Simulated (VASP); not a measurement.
Input of a VASP 6.6.1 run:

Contents of INCAR:

```
SYSTEM = Eu
ALGO     = Normal         ! electronic algorithm
EDIFF    = 1E-7           ! SCF threshold, eV
ENCUT    = 520            ! plane-wave cutoff, eV
GGA      = PE             ! functional
ISIF     = 2              ! what is computed and relaxed
ISMEAR   = -1             ! smearing method
ISPIN    = 2              ! spin polarisation
LASPH    = .TRUE.         ! aspherical terms in the spheres
LCHARG   = .TRUE.         ! write CHGCAR
LELF     = .TRUE.         ! ELF
LMAXMIX  = 6              ! l up to which the mixer works
LORBIT   = 11             ! projections on sites
LREAL    = .FALSE.        ! projectors in reciprocal space
LVHAR    = .TRUE.       
LWAVE    = .FALSE.        ! write WAVECAR
MAGMOM   = 9.1            ! initial moments
NBANDS   = 18             ! bands
NELM     = 150            ! most SCF steps
PREC     = Accurate       ! precision mode
SIGMA    = 0.15           ! smearing width, eV
```

Contents of KPOINTS:

```
k-points
0
G
  7 7 7
  0 0 0
```

File POSCAR:

```
Eu
1.0
    0.0000000000      2.7893030000      2.7893030000
    2.7893030000      0.0000000000      2.7893030000
    2.7893030000      2.7893030000      0.0000000000
Eu
1
Direct
    0.0000000000      0.0000000000      0.0000000000
```

Potentials or basis: VASP PAW PBE potentials, release 64 (Eu).

Run with:

```sh
$ cat potpaw_PBE.64/Eu/POTCAR > POTCAR
$ mpirun -np 1 vasp_std > vasp.out
```

Q: Estimate the site moments.

A: Eu +6.70 μB.

Q: What does it give for the net moment?

A: 7.45 μB per cell.

Q: Estimate the pressure.

A: -0.8 GPa.

 The state reached can hang on the start; a lower one may exist.
